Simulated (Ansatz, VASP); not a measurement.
## One calculation of AlN, two programs

Contents of INCAR:

```
SYSTEM = AlN
  ALGO = Normal
  EDIFF = 1E-6
  ENCUT = 520
  GGA = PS
  ISIF = 2
  ISMEAR = 0
  LASPH = .True.
  LCHARG = .False.
  LREAL = .False.
  LWAVE = .False.
  NBANDS = 26
  NELM = 80
  PREC = Accurate
  SIGMA = 0.05
```

The input KPOINTS:

```
k-points
0
Gamma
  6 6 6
  0 0 0
```

The input POSCAR:

```
AlN
1.0
    4.3771405283      0.0000000000      0.0000000000
    0.0000000000     -4.3771405283      0.0000000000
    0.0000000000      0.0000000000     -4.3771405283
Al N
4 4
Direct
   -0.0610641494     -0.1151436644     -0.0610641494
    0.5000000000      0.5000000000      0.0000000000
    0.5000000000      0.0000000000      0.5000000000
    0.0000000000      0.5000000000      0.5000000000
    0.7500000000      0.7500000000      0.7500000000
    0.2500000000      0.2500000000      0.7500000000
    0.2500000000      0.7500000000      0.2500000000
    0.7500000000      0.2500000000      0.2500000000
```

Input for Ansatz:

```yaml
crystal:
  lattice:
    - [4.3771405283, 0.0, 0.0]
    - [0.0, -4.3771405283, 0.0]
    - [0.0, 0.0, -4.3771405283]
  atoms:
    - { symbol: Al, position: [-0.0610641494, -0.1151436644, -0.0610641494] }
    - { symbol: Al, position: [0.5, 0.5, 0.0] }
    - { symbol: Al, position: [0.5, 0.0, 0.5] }
    - { symbol: Al, position: [0.0, 0.5, 0.5] }
    - { symbol: "N", position: [0.75, 0.75, 0.75] }
    - { symbol: "N", position: [0.25, 0.25, 0.75] }
    - { symbol: "N", position: [0.25, 0.75, 0.25] }
    - { symbol: "N", position: [0.75, 0.25, 0.25] }
basis:
  ecutwfc: 420
kpoints:
  mp_grid: { grid: [6, 6, 6] }
hamiltonian:
  xc: pbesol
  pseudopotentials: { kind: paw, azcp: { folder: soft_1 } }
scf:
  occupations: { method: gaussian, width: 0.05 }
output:
  forces: true
  stress: true
  eigenvalues: true
```

Alike in both runs: task single point; functional PBEsol; k mesh 6 × 6 × 6; occupations gaussian, width 0.05 eV; no spin polarisation.

```csv
,VASP,Ansatz
version,VASP 6.6.1,Ansatz 0.2.0
potentials or method,"VASP PAW PBE potentials, release 64 (Al, N), cutoff 520 eV","scalar-relativistic, plane waves, PAW"
valence electrons in the cell,32,32
```

```tsv
	VASP	Ansatz	Ansatz less VASP
gap on the k mesh at the Fermi level (eV)	1.34	1.35	+0.008
least direct gap on the mesh (eV)	1.48	1.49	+0.008
pressure (GPa)	26.4	26.8	+0.36
traceless stress, the component that is largest in VASP (GPa)	-33.33	-33.75	-0.423
rms of the force components (eV/Å)	11.116	11.257	+0.1410
```

VASP's potentials were made for PBE, not for PBEsol, and Ansatz warns of the same on its side. Atom by atom the forces differ by 0.142 eV/Å (rms over components).
